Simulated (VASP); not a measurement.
# Nb (Fm-3m) in VASP: further runs

Runs on Nb. Level: LDA. Tasks: single point.

Everything below comes from runs of VASP 6.6.1. Logs are shortened: lines on timing, memory, paths and dates and some standing lists are left out, and cuts for length are marked.

**1. The cell of the first run**

Symmetry: Fm-3m, No. 225, cubic system. Conventional cell: a = 4.140 Å, b = 4.140 Å, c = 4.140 Å, α = 90.00°, β = 90.00°, γ = 90.00°. Nb (site symmetry m-3m) has 12 Nb at 2.93 Å within 3.9 Å.

This isn't the form of Nb at room conditions, which is bcc.

**2. Single point, LDA (17.73 Å³/atom)**

Input file INCAR:

```
PREC = Accurate ; ENCUT = 520
EDIFF = 1E-6 ; ISMEAR = -1
SIGMA = 0.05 ; LREAL = False
LASPH = True ; NELM = 100
ALGO = Normal ; ISIF = 2
LWAVE = False ; LCHARG = True
GGA = CA ; LELF = True
LVHAR = True ; NBANDS = 12
```

Input file KPOINTS:

```
Automatic mesh
0
Gamma
  18 18 18
```

Input file POSCAR:

```
Nb
1.0
    0.0000000000      2.0698134313      2.0698134313
    2.0698134313      0.0000000000      2.0698134313
    2.0698134313      2.0698134313      0.0000000000
Nb
1
Direct
    0.0000000000      0.0000000000      0.0000000000
```

Potentials or basis: VASP PAW LDA potentials, release 64 (Nb_sv).

Run with:

```
> cat potpaw_LDA.64/Nb_sv/POTCAR > POTCAR
> mpirun -np 1 vasp_std > vasp.out
```

OUTCAR:

```text
PREC = Accurate
   ENCUT = 520
   EDIFF = 1E-6
   ISMEAR = -1
   LREAL = False
   LASPH = True
   NELM = 100
   ISIF = 2
   GGA = CA

 ion  position               nearest neighbor table
   1  0.000  0.000  0.000-

  LATTYP: Found a face centered cubic cell.
 ALAT       =     4.1396268626

  Lattice vectors:

 A1 = (   0.0000000000,   2.0698134313,   2.0698134313)
 A2 = (   2.0698134313,   0.0000000000,   2.0698134313)
 A3 = (   2.0698134313,   2.0698134313,   0.0000000000)

Analysis of symmetry for initial positions (statically):
=====================================================================
 Subroutine PRICEL returns:
 Original cell was already a primitive cell.

 Routine SETGRP: Setting up the symmetry group for a
 face centered cubic supercell.

 Subroutine GETGRP returns: Found 48 space group operations
 (whereof 48 operations were pure point group operations)
 out of a pool of 48 trial point group operations.

The static configuration has the point symmetry O_h .

Analysis of symmetry for dynamics (positions and initial velocities):
=====================================================================
 Subroutine PRICEL returns:
 Original cell was already a primitive cell.

 Routine SETGRP: Setting up the symmetry group for a
 face centered cubic supercell.

 Subroutine GETGRP returns: Found 48 space group operations
 (whereof 48 operations were pure point group operations)
 out of a pool of 48 trial point group operations.

The dynamic configuration has the point symmetry O_h .

 Subroutine INISYM returns: Found 48 space group operations
 (whereof 48 operations are pure point group operations),
 and found     1 'primitive' translations

----------------------------------------------------------------------------------------

                                     Primitive cell

  volume of cell :      17.7347

  direct lattice vectors                    reciprocal lattice vectors
     0.000000000  2.069813431  2.069813431    -0.241567666  0.241567666  0.241567666
     2.069813431  0.000000000  2.069813431     0.241567666 -0.241567666  0.241567666
     2.069813431  2.069813431  0.000000000     0.241567666  0.241567666 -0.241567666

  length of vectors
     2.927158226  2.927158226  2.927158226     0.418407471  0.418407471  0.418407471

  position of ions in fractional coordinates (direct lattice)
     0.000000000  0.000000000  0.000000000

  ion indices of the primitive-cell ions
   primitive index   ion index
                 1           1

----------------------------------------------------------------------------------------

 KPOINTS: Automatic mesh

Automatic generation of k-mesh.
 Grid dimensions read from file:
 generate k-points for:   18   18   18

 Generating k-lattice:

  Cartesian coordinates                     Fractional coordinates (reciprocal lattice)
    -0.013420426  0.013420426  0.013420426     0.055555556  0.000000000  0.000000000
     0.013420426 -0.013420426  0.013420426     0.000000000  0.055555556  0.000000000
     0.013420426  0.013420426 -0.013420426     0.000000000  0.000000000  0.055555556

  Length of vectors
     0.023244860  0.023244860  0.023244860

  Shift w.r.t. Gamma in fractional coordinates (k-lattice)
     0.000000000  0.000000000  0.000000000

 Subroutine IBZKPT returns following result:
 ===========================================

 Found    195 irreducible k-points:

 Following reciprocal coordinates:
            Coordinates               Weight
  0.000000  0.000000  0.000000      1.000000
  0.055556  0.000000  0.000000      8.000000
  0.111111  0.000000  0.000000      8.000000
  0.166667  0.000000  0.000000      8.000000
  0.222222  0.000000  0.000000      8.000000
  0.277778  0.000000  0.000000      8.000000
[... 16 lines left out ...]
 -0.277778  0.055556  0.000000     24.000000
 -0.222222  0.055556  0.000000     24.000000
 [... further k-points ...]
   k-points           NKPTS =    195   k-points in BZ     NKDIM =    195   number of bands    NBANDS=     12
   number of dos      NEDOS =    301   number of ions     NIONS =      1
   total plane-waves  NPLWV =  13824
   dimension x,y,z NGX =    24 NGY =   24 NGZ =   24
   dimension x,y,z NGXF=    48 NGYF=   48 NGZF=   48
   ions per type =               1
   NGX,Y,Z   is equivalent  to a cutoff of  13.63, 13.63, 13.63 a.u.
   NGXF,Y,Z  is equivalent  to a cutoff of  27.26, 27.26, 27.26 a.u.
 SYSTEM =  unknown system
   PREC   = accura    normal or accurate (medium, high low for compatibility)
   ISTART =      0    job   : 0-new  1-cont  2-samecut
   ICHARG =      2    charge: 1-file 2-atom 10-const
   ISPIN  =      1    spin polarized calculation?
   LNONCOLLINEAR =      F non collinear calculations
   LSORBIT =      F    spin-orbit coupling
   LASPH  =      T    aspherical Exc in radial PAW
   ENCUT  =  520.0 eV  38.22 Ry    6.18 a.u.   5.44  5.44  5.44*2*pi/ulx,y,z
   NELM   =    100;   NELMIN=  2; NELMDL= -5     # of ELM steps
   EDIFF  = 0.1E-05   stopping-criterion for ELM
   LREAL  =      F    real-space projection
   EDIFFG = 0.1E-04   stopping-criterion for IOM
   NSW    =      0    number of steps for IOM
   IBRION =     -1    ionic relax: 0-MD 1-quasi-New 2-CG
   NFREE  =      0    steps in history (QN), initial steepest desc. (CG)
   ISIF   =      2    stress and relaxation
   ISYM   =      2    0-nonsym 1-usesym 2-fastsym
   POTIM  = 0.5000    time-step for ionic-motion
   TEBEG  =    0.0;   TEEND  =   0.0 temperature during run
   PSTRESS=    0.0 pullay stress
   NELECT =      13.0000    total number of electrons
   NUPDOWN=      -1.0000    fix difference up-down
   EMIN   =  10.00;   EMAX   =-10.00  energy-range for DOS
   EFERMI =   0.00;   METHOD = LEGACY
   ISMEAR =    -1;   SIGMA  =   0.05  broadening in eV -4-tet -1-fermi 0-gaus
   EFERMI_NEDOS =   21; number of points for ismear=-14 and -15
   IALGO  =     38    algorithm
   IMIX   =      4    mixing-type and parameters
     AMIX     =   0.40;   BMIX     =  1.00
     AMIX_MAG =   1.60;   BMIX_MAG =  1.00
  volume/ion in A,a.u.               =      17.73       119.68
  Fermi-wavevector in a.u.,A,eV,Ry     =   1.476096  2.789418 29.645202  2.178861
  Thomas-Fermi vector in A             =   2.590665
   LORBIT       =      0    0 simple, 1 ext, 2 COOP (PROOUT), +10 PAW based schemes
   GGA     = CA    functional components
   LHFCALC =     F    Hartree Fock is set to
   AEXX    =    0.0000 exact exchange contribution
   IVDW    =     0    specifies the selected vdW correction
   LEPSILON=     F    determine dielectric tensor
   LRPA    =     F    only Hartree local field effects (RPA)
 non-spin polarized calculation
  energy-cutoff  :      520.00
  volume of cell :       17.73
 maximum number of plane-waves:       531
 NGX is ok and might be reduce to    24
   NGX = 11   NGY = 11   NGZ = 11

 number of electron      13.0000000 magnetization

 Free energy of the ion-electron system (eV)
  ---------------------------------------------------
  ext. energy  EPLUGINS =         0.00000000
  ---------------------------------------------------
  free energy    TOTEN  =       -10.89697490 eV

  energy without entropy =      -10.88537672  energy(sigma->0) =      -10.89117581

 E-fermi :  11.5826     XC(G=0): -12.7966

 val. band max:       11.5704629161   @ k =   0.3889   0.0000   0.0000
 cond. band min:      11.5877793904   @ k =   0.3333   0.1667   0.0556
 fundamental gap:      0.0173164743
 Fermi energy:        11.5825666130

 k-point     1 :       0.0000    0.0000    0.0000
  band No.  band energies     occupation
      1     -42.8467      2.00000
      2     -18.2719      2.00000
      3     -18.2719      2.00000
      4     -18.2719      2.00000
      5       5.2489      2.00000
      6      11.6220      0.62479
      7      11.6220      0.62479
      8      11.6220      0.62479
      9      14.4102      0.00000
     10      14.4102      0.00000
     11      23.5081      0.00000
     12      28.4690      0.00000

 k-point     2 :       0.0556    0.0000    0.0000
  band No.  band energies     occupation
      1     -42.8393      2.00000
      2     -18.3188      2.00000
      3     -18.2775      2.00000
      4     -18.2775      2.00000
      5       5.3730      2.00000
      6      11.5245      1.52349
      7      11.6800      0.24948
      8      11.6800      0.24948
      9      14.3561      0.00000
     10      14.3561      0.00000
     11      23.7608      0.00000
     12      27.9602      0.00000

 k-point     3 :       0.1111    0.0000    0.0000
  band No.  band energies     occupation
      1     -42.8181      2.00000
      2     -18.4528      2.00000
      3     -18.2939      2.00000
      4     -18.2939      2.00000
      5       5.7274      2.00000
      6      11.2762      1.99565
      7      11.8306      0.01391
      8      11.8306      0.01391
      9      14.2332      0.00000
     10      14.2332      0.00000
     11      24.4397      0.00000
     12      26.9535      0.00000
[... 286 lines left out ...]
 k-point    23 :      -0.2778    0.0556    0.0000
  band No.  band energies     occupation
      1     -42.6829      2.00000
      2     -19.2230      2.00000
      3     -18.4424      2.00000
      4     -18.3774      2.00000
      5       7.5279      2.00000
      6      10.9742      1.99999
      7      11.8084      0.02163
      8      11.9521      0.00123
      9      14.4733      0.00000
     10      15.4505      0.00000
     11      23.6975      0.00000
     12      27.3149      0.00000

 k-point    24 :      -0.2222    0.0556    0.0000
  band No.  band energies     occupation
      1     -42.7256      2.00000
      2     -18.9835      2.00000
      3     -18.4091      2.00000
      4     -18.3444      2.00000
      5       7.1265      2.00000
      6      10.7217      2.00000
      7      11.9921      0.00055
      8      12.1150      0.00005
      9      13.9693      0.00000
     10      14.9002      0.00000
     11      24.4317      0.00000
     12      27.2902      0.00000

 [... further k-points ...]

------------------------ aborting loop because EDIFF is reached ----------------------------------------

  FORCE on cell =-STRESS in cart. coord.  units (eV):
  Direction    XX          YY          ZZ          XY          YZ          ZX
  --------------------------------------------------------------------------------------
  -------------------------------------------------------------------------------------
  Total       -0.0178120     -0.0178120     -0.0178120      0.0000000     -0.0000000      0.0000000
  in kB       -1.6091621     -1.6091621     -1.6091621      0.0000000     -0.0000000      0.0000000
  external PRESSURE =      -1.6091621 kB  Pullay stress =       0.0000000 kB

 VOLUME and BASIS-vectors are now :
 -----------------------------------------------------------------------------
  energy-cutoff  :      520.00
  volume of cell :       17.73
      direct lattice vectors                 reciprocal lattice vectors
     0.000000000  2.069813431  2.069813431    -0.241567666  0.241567666  0.241567666
     2.069813431  0.000000000  2.069813431     0.241567666 -0.241567666  0.241567666
     2.069813431  2.069813431  0.000000000     0.241567666  0.241567666 -0.241567666

 POSITION                                       TOTAL-FORCE (eV/Angst)
 -----------------------------------------------------------------------------------
      0.00000      0.00000      0.00000         0.000000     -0.000000      0.000000
 -----------------------------------------------------------------------------------
    total drift:                               -0.000000      0.000000      0.000000

  FREE ENERGIE OF THE ION-ELECTRON SYSTEM (eV)
  ---------------------------------------------------
  free  energy   TOTEN  =       -10.8969749024 eV

  energy  without entropy=      -10.8853767163  energy(sigma->0) =      -10.89117581
```

Wall time 24 s (1 thread of AMD EPYC 9R45 (Zen 5), shared host); peak memory 0.13 GiB.

Results:

- Free energy: -10.8970 eV
- Pressure: -0.2 GPa
- Band gap on the k mesh: zero (an odd number of electrons rules out a gap without spin polarisation)

Levels at points of the mesh, in eV from the Fermi level:
```
           k point  band 2  band 3  band 4  band 5  band 6  band 7  band 8  band 9  band 10  band 11
(0.00, 0.00, 0.00)  -29.85  -29.85  -29.85   -6.33    0.04    0.04    0.04    2.83     2.83    11.93
(0.50, 0.00, 0.00)  -31.30  -30.04  -30.04   -4.06   -0.18   -0.18    1.66    4.99     4.99    11.24
(0.50, 0.50, 0.00)  -31.20  -30.37  -30.37   -4.38   -3.62    3.98    4.96    5.62     5.62    11.70
```

**3. Single point, LDA**

This run uses another cell than the first one, of 16.32 Å³/atom.

Input file INCAR:

```
PREC = Accurate
ENCUT = 520
EDIFF = 1E-6
ISMEAR = -1
SIGMA = 0.05
LREAL = F
LASPH = T
NELM = 100
ALGO = Normal
ISIF = 2
LWAVE = F
LCHARG = F
ISYM = 0
NBANDS = 12
```

Input file KPOINTS:

```
Automatic mesh
0
Gamma
  18 18 18
  0.5 0.5 0.5
```

Input file POSCAR:

```
Nb
1.0
    0.0000000000      2.0130774157      2.0130774157
    2.0130774157      0.0000000000      2.0130774157
    2.0130774157      2.0130774157      0.0000000000
Nb
1
Direct
    0.0000000000      0.0000000000      0.0000000000
```

Potentials or basis: VASP PAW LDA potentials, release 64 (Nb_sv).

Run with:

```
> cat potpaw_LDA.64/Nb_sv/POTCAR > POTCAR
> mpirun -np 1 vasp_std > vasp.out
```

OUTCAR:

```text
PREC = Accurate
   ENCUT = 520
   EDIFF = 1E-6
   ISMEAR = -1
   LREAL = F
   LASPH = T
   NELM = 100
   ISIF = 2
   ISYM = 0

 ion  position               nearest neighbor table
   1  0.000  0.000  0.000-

IMPORTANT INFORMATION: All symmetrisations will be switched off!
NOSYMM: (Re-)initialisation of all symmetry stuff for point group C_1.

----------------------------------------------------------------------------------------

[... 504 lines left out ...]

 [... further k-points ...]

------------------------ aborting loop because EDIFF is reached ----------------------------------------

  FORCE on cell =-STRESS in cart. coord.  units (eV):
  Direction    XX          YY          ZZ          XY          YZ          ZX
  --------------------------------------------------------------------------------------
  -------------------------------------------------------------------------------------
  Total        1.7688946      1.7688940      1.7688976      0.0000024     -0.0000020     -0.0000009
  in kB      173.7005168    173.7004622    173.7008115      0.0002352     -0.0001981     -0.0000898
  external PRESSURE =     173.7005969 kB  Pullay stress =       0.0000000 kB

 VOLUME and BASIS-vectors are now :
 -----------------------------------------------------------------------------
  energy-cutoff  :      520.00
  volume of cell :       16.32
      direct lattice vectors                 reciprocal lattice vectors
     0.000000000  2.013077416  2.013077416    -0.248375942  0.248375942  0.248375942
     2.013077416  0.000000000  2.013077416     0.248375942 -0.248375942  0.248375942
     2.013077416  2.013077416  0.000000000     0.248375942  0.248375942 -0.248375942

 POSITION                                       TOTAL-FORCE (eV/Angst)
 -----------------------------------------------------------------------------------
      0.00000      0.00000      0.00000         0.000000      0.000000      0.000000
 -----------------------------------------------------------------------------------
    total drift:                                0.000000      0.000000      0.000000

  FREE ENERGIE OF THE ION-ELECTRON SYSTEM (eV)
  ---------------------------------------------------
  free  energy   TOTEN  =       -10.8236832879 eV

  energy  without entropy=      -10.8119373428  energy(sigma->0) =      -10.81781032
```

OSZICAR:

```text
N       E                     dE             d eps       ncg     rms          rms(c)
DAV:   1     0.124029844042E+03    0.12403E+03   -0.72663E+03281836   0.110E+03
DAV:   2    -0.576224770443E+01   -0.12979E+03   -0.12485E+03300568   0.416E+02
DAV:   3    -0.109077404120E+02   -0.51455E+01   -0.48916E+01422528   0.743E+01
DAV:   4    -0.111837960944E+02   -0.27606E+00   -0.27349E+00396480   0.144E+01
DAV:   5    -0.111955688369E+02   -0.11773E-01   -0.11765E-01423096   0.260E+00    0.805E+00
DAV:   6    -0.108595033813E+02    0.33607E+00   -0.52212E-01458808   0.960E+00    0.300E+00
DAV:   7    -0.108192628342E+02    0.40241E-01   -0.16607E-01464400   0.529E+00    0.907E-01
DAV:   8    -0.108236145127E+02   -0.43517E-02   -0.13107E-02340084   0.147E+00    0.249E-02
DAV:   9    -0.108236752103E+02   -0.60698E-04   -0.86469E-04461708   0.302E-01    0.412E-02
DAV:  10    -0.108236836567E+02   -0.84464E-05   -0.13310E-05341804   0.375E-02    0.281E-02
DAV:  11    -0.108236832713E+02    0.38545E-06   -0.14343E-05365896   0.674E-02    0.370E-03
DAV:  12    -0.108236832879E+02   -0.16673E-07   -0.42979E-07222100   0.625E-03
   1 F= -.10823683E+02 E0= -.10817810E+02  d E =-.117459E-01
```

stdout:

```text
POSCAR found type information on POSCAR Nb
 POSCAR found :  1 types and       1 ions
 scaLAPACK will be used
 LDA part: xc-table for (Slater(with rela. corr.)+CA(PZ))
 , standard interpolation
 POSCAR, INCAR and KPOINTS ok, starting setup
 FFT: planning ... GRIDC
 FFT: planning ... GRID_SOFT
 FFT: planning ... GRID
 WAVECAR not read
 entering main loop
```

Run time: 24 min. Hardware: 1 thread of AMD EPYC 9R45 (Zen 5), shared host; peak memory 2 GiB.

What came out:

```
Free energy            : -10.8237 eV
Pressure               : 17.4 GPa
Band gap on the k mesh : zero (an odd number of electrons rules out a gap without spin polarisation)
```

Caveat: the cell stands under pressure.
